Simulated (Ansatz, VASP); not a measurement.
Two plane-wave programs on Bi2Se3

```xyz
5
Lattice="2.0651 1.1923 9.5383 -2.0651 1.1923 9.5383 0.0000 -2.3846 9.5383" Properties=species:S:1:pos:R:3 pbc="T T T"
Bi    0.0000    0.0000   11.4529
Bi    0.0000    0.0000   17.1621
Se    0.0000    0.0000    0.0000
Se    0.0000    0.0000    6.0563
Se    0.0000    0.0000   22.5586
```

Alike in both runs: task electric field gradients; functional PBEsol; k mesh 12 × 12 × 12; occupations gaussian, width 0.01 eV; no spin polarisation.

|  | VASP | Ansatz |
| --- | --- | --- |
| version | VASP 6.6.1 | Ansatz 0.2.0 |
| potentials or method | VASP PAW PBE potentials, release 64 (Bi_d, Se), cutoff 400 eV | scalar-relativistic, plane waves, PAW |
| valence electrons in the cell | 48 | 78 |

```tsv
	VASP	Ansatz	Ansatz less VASP
gap on the k mesh at the Fermi level (eV)	0.12	0.12	+0.003
least direct gap on the mesh (eV)	0.12	0.12	+0.003
pressure (GPa)	0.0	0.0	-0.01
rms of the force components (eV/Å)	0.007	0.000	-0.0071
size of Vzz on the site where it differs most (V/Å²)	9.4	6.4	-3.08
```

VASP's potentials were made for PBE, not for PBEsol. Atom by atom the forces differ by 0.007 eV/Å (rms over components). VASP's potentials hold 48 valence electrons a cell and Ansatz's 78, so a difference there can come from the potentials and not from the codes.

Spin-orbit coupling is off throughout.
